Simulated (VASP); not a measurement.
# LaP (Fm-3m) in VASP: further runs

LaP is run at these levels: LDA; tasks: single point.

Program: VASP 6.6.1. These are calculated values, not measurements. Logs are shortened: lines on timing, memory, paths and dates and some standing lists are left out, and cuts for length are marked.

## Step 1: The cell of the first run

The structure is cubic, space group Fm-3m (No. 225). Conventional cell: a = 5.902 Å, b = 5.902 Å, c = 5.902 Å, α = 90.00°, β = 90.00°, γ = 90.00°. Within 3.9 Å of La (site symmetry m-3m) lie 6 P at 2.95 Å. P (site symmetry m-3m) has 6 La at 2.95 Å within 3.9 Å.

## Step 2: Single point, LDA (volume scaled by 0.94)

The input, INCAR:

```
  ALGO = Normal
  EDIFF = 1E-6
  ENCUT = 520
  GGA = CA
  ISIF = 2
  ISMEAR = -1
  LASPH = T
  LCHARG = T
  LELF = T
  LREAL = F
  LVHAR = T
  LWAVE = F
  NBANDS = 15
  NELM = 100
  PREC = Accurate
  SIGMA = 0.03
```

The input, KPOINTS:

```
k-points
0
Gamma
  10 10 10
```

The input, POSCAR:

```
LaP
1.0
    0.0000000000      2.9510031525      2.9510031525
    2.9510031525      0.0000000000      2.9510031525
    2.9510031525      2.9510031525      0.0000000000
La P
1 1
Direct
    0.0000000000      0.0000000000      0.0000000000
    0.5000000000      0.5000000000      0.5000000000
```

Potentials or basis: VASP PAW LDA potentials, release 64 (La, P).

On the command line:

```sh
cat potpaw_LDA.64/La/POTCAR potpaw_LDA.64/P/POTCAR > POTCAR
mpirun -np 1 vasp_std > vasp.out
```

OUTCAR:

```text
EDIFF = 1E-6
   ENCUT = 520
   GGA = CA
   ISIF = 2
   ISMEAR = -1
   LASPH = T
   LREAL = F
   NELM = 100
   PREC = Accurate

 ion  position               nearest neighbor table
   1  0.000  0.000  0.000-   2 2.95   2 2.95   2 2.95   2 2.95   2 2.95   2 2.95
   2  0.500  0.500  0.500-   1 2.95   1 2.95   1 2.95   1 2.95   1 2.95   1 2.95

  LATTYP: Found a face centered cubic cell.
 ALAT       =     5.9020063050

  Lattice vectors:

 A1 = (   0.0000000000,   2.9510031525,   2.9510031525)
 A2 = (   2.9510031525,   0.0000000000,   2.9510031525)
 A3 = (   2.9510031525,   2.9510031525,   0.0000000000)

Analysis of symmetry for initial positions (statically):
=====================================================================
 Subroutine PRICEL returns:
 Original cell was already a primitive cell.

 Routine SETGRP: Setting up the symmetry group for a
 face centered cubic supercell.

 Subroutine GETGRP returns: Found 48 space group operations
 (whereof 48 operations were pure point group operations)
 out of a pool of 48 trial point group operations.

The static configuration has the point symmetry O_h .

Analysis of symmetry for dynamics (positions and initial velocities):
=====================================================================
 Subroutine PRICEL returns:
 Original cell was already a primitive cell.

 Routine SETGRP: Setting up the symmetry group for a
 face centered cubic supercell.

 Subroutine GETGRP returns: Found 48 space group operations
 (whereof 48 operations were pure point group operations)
 out of a pool of 48 trial point group operations.

The dynamic configuration has the point symmetry O_h .

 Subroutine INISYM returns: Found 48 space group operations
 (whereof 48 operations are pure point group operations),
 and found     1 'primitive' translations

----------------------------------------------------------------------------------------

                                     Primitive cell

  volume of cell :      51.3971

  direct lattice vectors                    reciprocal lattice vectors
     0.000000000  2.951003152  2.951003152    -0.169433909  0.169433909  0.169433909
     2.951003152  0.000000000  2.951003152     0.169433909 -0.169433909  0.169433909
     2.951003152  2.951003152  0.000000000     0.169433909  0.169433909 -0.169433909

  length of vectors
     4.173348681  4.173348681  4.173348681     0.293468139  0.293468139  0.293468139

[... 83 lines left out ...]
   NSW    =      0    number of steps for IOM
   IBRION =     -1    ionic relax: 0-MD 1-quasi-New 2-CG
   NFREE  =      0    steps in history (QN), initial steepest desc. (CG)
   ISIF   =      2    stress and relaxation
   ISYM   =      2    0-nonsym 1-usesym 2-fastsym
   POTIM  = 0.5000    time-step for ionic-motion
   TEBEG  =    0.0;   TEEND  =   0.0 temperature during run
   PSTRESS=    0.0 pullay stress
   NELECT =      16.0000    total number of electrons
   NUPDOWN=      -1.0000    fix difference up-down
   EMIN   =  10.00;   EMAX   =-10.00  energy-range for DOS
   EFERMI =   0.00;   METHOD = LEGACY
   ISMEAR =    -1;   SIGMA  =   0.03  broadening in eV -4-tet -1-fermi 0-gaus
   EFERMI_NEDOS =   21; number of points for ismear=-14 and -15
   IALGO  =     38    algorithm
   IMIX   =      4    mixing-type and parameters
     AMIX     =   0.40;   BMIX     =  1.00
     AMIX_MAG =   1.60;   BMIX_MAG =  1.00
  volume/ion in A,a.u.               =      25.70       173.42
  Fermi-wavevector in a.u.,A,eV,Ry     =   1.109520  2.096689 16.749244  1.231035
  Thomas-Fermi vector in A             =   2.246061
   LORBIT       =      0    0 simple, 1 ext, 2 COOP (PROOUT), +10 PAW based schemes
   GGA     = CA    functional components
   LHFCALC =     F    Hartree Fock is set to
   AEXX    =    0.0000 exact exchange contribution
   IVDW    =     0    specifies the selected vdW correction
   LEPSILON=     F    determine dielectric tensor
   LRPA    =     F    only Hartree local field effects (RPA)
 non-spin polarized calculation
  energy-cutoff  :      520.00
  volume of cell :       51.40
 maximum number of plane-waves:      1411
   NGX = 15   NGY = 15   NGZ = 15

 number of electron      16.0000000 magnetization

 Free energy of the ion-electron system (eV)
  ---------------------------------------------------
  ext. energy  EPLUGINS =         0.00000000
  ---------------------------------------------------
  free energy    TOTEN  =       -14.70326319 eV

  energy without entropy =      -14.70238255  energy(sigma->0) =      -14.70282287

 E-fermi :   6.8593     XC(G=0): -10.1951

 val. band max:        6.8413131230   @ k =   0.5000   0.5000   0.0000
 cond. band min:       6.9799128169   @ k =   0.0000   0.0000   0.0000
 fundamental gap:      0.1385996939
 Fermi energy:         6.8593028056

 k-point     1 :       0.0000    0.0000    0.0000
  band No.  band energies     occupation
      1     -24.5328      2.00000
      2      -8.0839      2.00000
      3      -8.0839      2.00000
      4      -8.0839      2.00000
      5      -2.3736      2.00000
      6       6.9799      0.03526
      7       6.9799      0.03526
      8       6.9799      0.03526
      9       8.5889      0.00000
     10       8.5889      0.00000
     11       8.5889      0.00000
     12       9.5605      0.00000
     13       9.5613      0.00000
     14       9.5613      0.00000
[... 401 lines left out ...]
      2      -8.6691      2.00000
      3      -8.3033      2.00000
      4      -8.2776      2.00000
      5      -1.6781      2.00000
      6       5.1468      2.00000
      7       6.2410      2.00000
      8       6.5100      1.99998
      9       7.3264      0.00000
     10       9.8496      0.00000
     11       9.8890      0.00000
     12       9.9423      0.00000
     13       9.9508      0.00000
     14      10.1045      0.00000
     15      10.3418      0.00000

 [... further k-points ...]
[... 5 lines left out ...]
  --------------------------------------------------------------------------------------
  -------------------------------------------------------------------------------------
  Total        0.5013336      0.5013336      0.5013336      0.0000000      0.0000000      0.0000000
  in kB       15.6278204     15.6278204     15.6278204      0.0000000      0.0000000      0.0000000
  external PRESSURE =      15.6278204 kB  Pullay stress =       0.0000000 kB

 VOLUME and BASIS-vectors are now :
 -----------------------------------------------------------------------------
  energy-cutoff  :      520.00
  volume of cell :       51.40
      direct lattice vectors                 reciprocal lattice vectors
     0.000000000  2.951003152  2.951003152    -0.169433909  0.169433909  0.169433909
     2.951003152  0.000000000  2.951003152     0.169433909 -0.169433909  0.169433909
     2.951003152  2.951003152  0.000000000     0.169433909  0.169433909 -0.169433909

 POSITION                                       TOTAL-FORCE (eV/Angst)
 -----------------------------------------------------------------------------------
      0.00000      0.00000      0.00000        -0.000000     -0.000000     -0.000000
      2.95100      2.95100      2.95100         0.000000      0.000000      0.000000
 -----------------------------------------------------------------------------------
    total drift:                                0.000000     -0.000000     -0.000000

  FREE ENERGIE OF THE ION-ELECTRON SYSTEM (eV)
  ---------------------------------------------------
  free  energy   TOTEN  =       -14.7032631900 eV

  energy  without entropy=      -14.7023825522  energy(sigma->0) =      -14.70282287
```

OSZICAR:

```text
N       E                     dE             d eps       ncg     rms          rms(c)
DAV:   1     0.122843921944E+03    0.12284E+03   -0.57494E+03  1426   0.142E+03
DAV:   2    -0.122420212877E+01   -0.12407E+03   -0.11133E+03  1783   0.196E+02
DAV:   3    -0.144315036890E+02   -0.13207E+02   -0.12570E+02  2114   0.101E+02
DAV:   4    -0.150251680420E+02   -0.59366E+00   -0.59056E+00  2441   0.179E+01
DAV:   5    -0.150591553484E+02   -0.33987E-01   -0.33981E-01  2026   0.311E+00    0.447E+00
DAV:   6    -0.147298343103E+02    0.32932E+00   -0.12159E+00  2357   0.467E+00    0.302E+00
DAV:   7    -0.147092478739E+02    0.20586E-01   -0.63733E-02  2404   0.151E+00    0.146E+00
DAV:   8    -0.147036421370E+02    0.56057E-02   -0.12781E-02  2481   0.120E+00    0.192E-01
DAV:   9    -0.147033600207E+02    0.28212E-03   -0.75974E-04  2480   0.272E-01    0.136E-01
DAV:  10    -0.147032798701E+02    0.80151E-04   -0.10118E-03  2463   0.330E-01    0.362E-02
DAV:  11    -0.147032808711E+02   -0.10011E-05   -0.44729E-04  2487   0.189E-01    0.212E-02
DAV:  12    -0.147032633310E+02    0.17540E-04   -0.13717E-04  2424   0.917E-02    0.432E-03
DAV:  13    -0.147032631900E+02    0.14097E-06   -0.34664E-06  1858   0.145E-02
   1 F= -.14703263E+02 E0= -.14702823E+02  d E =-.880638E-03
```

stdout:

```text
POSCAR found type information on POSCAR LaP
 POSCAR found :  2 types and       2 ions
 scaLAPACK will be used
 LDA part: xc-table for (Slater(with rela. corr.)+CA(PZ))
 , standard interpolation
 POSCAR, INCAR and KPOINTS ok, starting setup
 FFT: planning ... GRIDC
 FFT: planning ... GRID_SOFT
 FFT: planning ... GRID
 WAVECAR not read
 entering main loop
```

It took 20 s on 1 thread of AMD EPYC 9R45 (Zen 5), shared host; peak memory 0.16 GiB.

What came out:

```
Free energy            : -14.7033 eV
Pressure               : 1.6 GPa
Band gap on the k mesh : zero (band 8 reaches 6.98 eV, above the bottom of band 9 at 6.78 eV)
```

Caveat: spin-orbit coupling is left out, which moves the levels of the heavy elements.

## Step 3: Single point, LDA (volume scaled by 0.98)

The input, INCAR:

```
SYSTEM = LaP
ALGO = Normal
EDIFF = 1E-7
ENCUT = 520
ISIF = 2
ISMEAR = -1
LASPH = .TRUE.
LCHARG = .FALSE.
LREAL = .FALSE.
LWAVE = .FALSE.
NBANDS = 15
NELM = 80
PREC = Accurate
SIGMA = 0.03
```

The input, KPOINTS:

```
k-points
0
G
  10 10 10
  0 0 0
```

The input, POSCAR:

```
LaP
1.0
    0.0000000000      2.9922812700      2.9922812700
    2.9922812700      0.0000000000      2.9922812700
    2.9922812700      2.9922812700      0.0000000000
La P
1 1
Direct
    0.0000000000      0.0000000000      0.0000000000
    0.5000000000      0.5000000000      0.5000000000
```

Potentials or basis: VASP PAW LDA potentials, release 64 (La, P).

On the command line:

```sh
cat potpaw_LDA.64/La/POTCAR potpaw_LDA.64/P/POTCAR > POTCAR
mpirun -np 1 vasp_std > vasp.out
```

Run time: 21 s. Hardware: 1 thread of AMD EPYC 9R45 (Zen 5), shared host; peak memory 0.16 GiB.

Results (log left out):

- Free energy: -14.7009 eV
- Pressure: -1.8 GPa
- Band gap on the k mesh: zero (band 8 reaches 6.58 eV, above the bottom of band 9 at 6.40 eV)

Levels at points of the mesh, in eV from the Fermi level:
| k point | band 6 | band 7 | band 8 | band 9 | band 10 | band 11 |
| --- | --- | --- | --- | --- | --- | --- |
| (0.00, 0.00, 0.00) | 0.13 | 0.13 | 0.13 | 1.75 | 1.75 | 1.75 |
| (0.50, 0.00, 0.00) | -3.08 | -1.67 | -1.67 | 2.44 | 2.73 | 2.73 |
| (0.50, 0.50, 0.00) | -0.80 | -0.17 | -0.05 | -0.05 | 2.87 | 2.91 |

Caveat: spin-orbit coupling is left out, which moves the levels of the heavy elements.

## Step 4: Single point, LDA (volume scaled by 1.01)

The input, INCAR:

```
ALGO = Normal
EDIFF = 1E-7
ENCUT = 520
GGA = CA
ISIF = 2
ISMEAR = -1
LASPH = True
LCHARG = False
LREAL = False
LWAVE = False
NBANDS = 15
NELM = 60
PREC = Accurate
SIGMA = 0.03
```

The input, KPOINTS:

```
k-points
0
Gamma
  10 10 10
```

The input, POSCAR:

```
LaP
1.0
    0.0000000000      3.0225083792      3.0225083792
    3.0225083792      0.0000000000      3.0225083792
    3.0225083792      3.0225083792      0.0000000000
La P
1 1
Direct
    0.0000000000      0.0000000000      0.0000000000
    0.5000000000      0.5000000000      0.5000000000
```

Potentials or basis: VASP PAW LDA potentials, release 64 (La, P).

On the command line:

```sh
cat potpaw_LDA.64/La/POTCAR potpaw_LDA.64/P/POTCAR > POTCAR
mpirun -np 1 vasp_std > vasp.out
```

OUTCAR:

```text
EDIFF = 1E-7
   ENCUT = 520
   GGA = CA
   ISIF = 2
   ISMEAR = -1
   LASPH = True
   LREAL = False
   NELM = 60
   PREC = Accurate

 ion  position               nearest neighbor table
   1  0.000  0.000  0.000-   2 3.02   2 3.02   2 3.02   2 3.02   2 3.02   2 3.02
   2  0.500  0.500  0.500-   1 3.02   1 3.02   1 3.02   1 3.02   1 3.02   1 3.02

  LATTYP: Found a face centered cubic cell.
 ALAT       =     6.0450167584

  Lattice vectors:

 A1 = (   0.0000000000,   3.0225083792,   3.0225083792)
 A2 = (   3.0225083792,   0.0000000000,   3.0225083792)
 A3 = (   3.0225083792,   3.0225083792,   0.0000000000)

Analysis of symmetry for initial positions (statically):
=====================================================================
 Subroutine PRICEL returns:
 Original cell was already a primitive cell.

 Routine SETGRP: Setting up the symmetry group for a
 face centered cubic supercell.

 Subroutine GETGRP returns: Found 48 space group operations
 (whereof 48 operations were pure point group operations)
 out of a pool of 48 trial point group operations.

The static configuration has the point symmetry O_h .

Analysis of symmetry for dynamics (positions and initial velocities):
=====================================================================
 Subroutine PRICEL returns:
 Original cell was already a primitive cell.

 Routine SETGRP: Setting up the symmetry group for a
 face centered cubic supercell.

 Subroutine GETGRP returns: Found 48 space group operations
 (whereof 48 operations were pure point group operations)
 out of a pool of 48 trial point group operations.

The dynamic configuration has the point symmetry O_h .

 Subroutine INISYM returns: Found 48 space group operations
 (whereof 48 operations are pure point group operations),
 and found     1 'primitive' translations

----------------------------------------------------------------------------------------
[... 115 lines left out ...]
  Fermi-wavevector in a.u.,A,eV,Ry     =   1.083271  2.047086 15.966126  1.173477
  Thomas-Fermi vector in A             =   2.219333
   LORBIT       =      0    0 simple, 1 ext, 2 COOP (PROOUT), +10 PAW based schemes
   GGA     = CA    functional components
   LHFCALC =     F    Hartree Fock is set to
   AEXX    =    0.0000 exact exchange contribution
   IVDW    =     0    specifies the selected vdW correction
   LEPSILON=     F    determine dielectric tensor
   LRPA    =     F    only Hartree local field effects (RPA)
 non-spin polarized calculation
  energy-cutoff  :      520.00
  volume of cell :       55.22
 maximum number of plane-waves:      1524
   NGX = 15   NGY = 15   NGZ = 15

 number of electron      15.9999999 magnetization

 Free energy of the ion-electron system (eV)
  ---------------------------------------------------
  ext. energy  EPLUGINS =         0.00000000
  ---------------------------------------------------
  free energy    TOTEN  =       -14.67143228 eV

  energy without entropy =      -14.67063011  energy(sigma->0) =      -14.67103120

 E-fermi :   6.1857     XC(G=0):  -9.8933

 val. band max:        6.1820382820   @ k =   0.4000   0.4000   0.0000
 cond. band min:       6.2931327957   @ k =   0.0000   0.0000   0.0000
 fundamental gap:      0.1110945137
 Fermi energy:         6.1856951520

 k-point     1 :       0.0000    0.0000    0.0000
  band No.  band energies     occupation
      1     -25.4672      2.00000
      2      -9.0270      2.00000
      3      -9.0270      2.00000
      4      -9.0270      2.00000
      5      -2.9032      2.00000
      6       6.2931      0.05417
      7       6.2931      0.05417
      8       6.2931      0.05417
      9       7.9259      0.00000
     10       7.9259      0.00000
     11       7.9259      0.00000
     12       8.6627      0.00000
     13       8.8089      0.00000
     14       8.8089      0.00000
[... 401 lines left out ...]
      2      -9.4702      2.00000
      3      -9.1948      2.00000
      4      -9.1757      2.00000
      5      -2.2697      2.00000
      6       4.4749      2.00000
      7       5.5854      2.00000
      8       5.8134      1.99999
      9       6.7246      0.00000
     10       8.9027      0.00000
     11       8.9327      0.00000
     12       8.9791      0.00000
     13       8.9808      0.00000
     14       9.1025      0.00000
     15       9.3387      0.00000

 [... further k-points ...]
[... 5 lines left out ...]
  --------------------------------------------------------------------------------------
  -------------------------------------------------------------------------------------
  Total       -1.3514871     -1.3514871     -1.3514871     -0.0000000     -0.0000000      0.0000000
  in kB      -39.2093785    -39.2093785    -39.2093785     -0.0000000     -0.0000000      0.0000000
  external PRESSURE =     -39.2093785 kB  Pullay stress =       0.0000000 kB

 VOLUME and BASIS-vectors are now :
 -----------------------------------------------------------------------------
  energy-cutoff  :      520.00
  volume of cell :       55.22
      direct lattice vectors                 reciprocal lattice vectors
     0.000000000  3.022508379  3.022508379    -0.165425513  0.165425513  0.165425513
     3.022508379  0.000000000  3.022508379     0.165425513 -0.165425513  0.165425513
     3.022508379  3.022508379  0.000000000     0.165425513  0.165425513 -0.165425513

 POSITION                                       TOTAL-FORCE (eV/Angst)
 -----------------------------------------------------------------------------------
      0.00000      0.00000      0.00000         0.000000     -0.000000      0.000000
      3.02251      3.02251      3.02251         0.000000      0.000000      0.000000
 -----------------------------------------------------------------------------------
    total drift:                                0.000000     -0.000000     -0.000000

  FREE ENERGIE OF THE ION-ELECTRON SYSTEM (eV)
  ---------------------------------------------------
  free  energy   TOTEN  =       -14.6714322813 eV

  energy  without entropy=      -14.6706301110  energy(sigma->0) =      -14.67103120
```

OSZICAR:

```text
N       E                     dE             d eps       ncg     rms          rms(c)
DAV:   1     0.126216535423E+03    0.12622E+03   -0.57394E+03  1418   0.137E+03
DAV:   2    -0.131290962867E+01   -0.12753E+03   -0.11578E+03  1745   0.197E+02
DAV:   3    -0.144826674297E+02   -0.13170E+02   -0.12784E+02  2018   0.100E+02
DAV:   4    -0.150341881495E+02   -0.55152E+00   -0.54978E+00  2518   0.162E+01
DAV:   5    -0.150530654077E+02   -0.18877E-01   -0.18862E-01  1930   0.250E+00    0.418E+00
DAV:   6    -0.146962523206E+02    0.35681E+00   -0.14509E+00  2403   0.493E+00    0.283E+00
DAV:   7    -0.146772038552E+02    0.19048E-01   -0.69126E-02  2409   0.157E+00    0.135E+00
DAV:   8    -0.146718490007E+02    0.53549E-02   -0.13482E-02  2463   0.124E+00    0.211E-01
DAV:   9    -0.146714709237E+02    0.37808E-03   -0.15689E-03  2618   0.367E-01    0.130E-01
DAV:  10    -0.146714566675E+02    0.14256E-04   -0.59032E-04  2415   0.259E-01    0.465E-02
DAV:  11    -0.146714383310E+02    0.18337E-04   -0.32273E-04  2471   0.180E-01    0.149E-02
DAV:  12    -0.146714323856E+02    0.59453E-05   -0.48747E-05  2513   0.643E-02    0.315E-03
DAV:  13    -0.146714323431E+02    0.42545E-07   -0.11448E-06  2099   0.885E-03    0.177E-03
DAV:  14    -0.146714322813E+02    0.61754E-07   -0.56774E-07  2436   0.563E-03
   1 F= -.14671432E+02 E0= -.14671031E+02  d E =-.802170E-03
```

stdout:

```text
POSCAR found type information on POSCAR LaP
 POSCAR found :  2 types and       2 ions
 scaLAPACK will be used
 LDA part: xc-table for (Slater(with rela. corr.)+CA(PZ))
 , standard interpolation
 POSCAR, INCAR and KPOINTS ok, starting setup
 FFT: planning ... GRIDC
 FFT: planning ... GRID_SOFT
 FFT: planning ... GRID
 WAVECAR not read
 entering main loop
```

It took 22 s on 1 thread of AMD EPYC 9R45 (Zen 5), shared host; peak memory 0.16 GiB.

Results:

| Property | Result |
| --- | --- |
| Free energy | -14.6714 eV |
| Pressure | -3.9 GPa |
| Band gap on the k mesh | zero (band 8 reaches 6.29 eV, above the bottom of band 9 at 6.09 eV) |

Levels at points of the mesh, in eV from the Fermi level:
```csv
k point,band 5,band 6,band 7,band 8,band 9,band 10,band 11,band 12
"(0.00, 0.00, 0.00)",-9.09,0.11,0.11,0.11,1.74,1.74,1.74,2.48
"(0.50, 0.00, 0.00)",-7.62,-3.03,-1.63,-1.63,2.35,2.61,2.61,2.87
"(0.50, 0.50, 0.00)",-8.70,-0.87,-0.12,-0.10,-0.10,2.74,2.77,2.84
```

Caveat: spin-orbit coupling is left out, which moves the levels of the heavy elements.

[end of part 1 of 2]
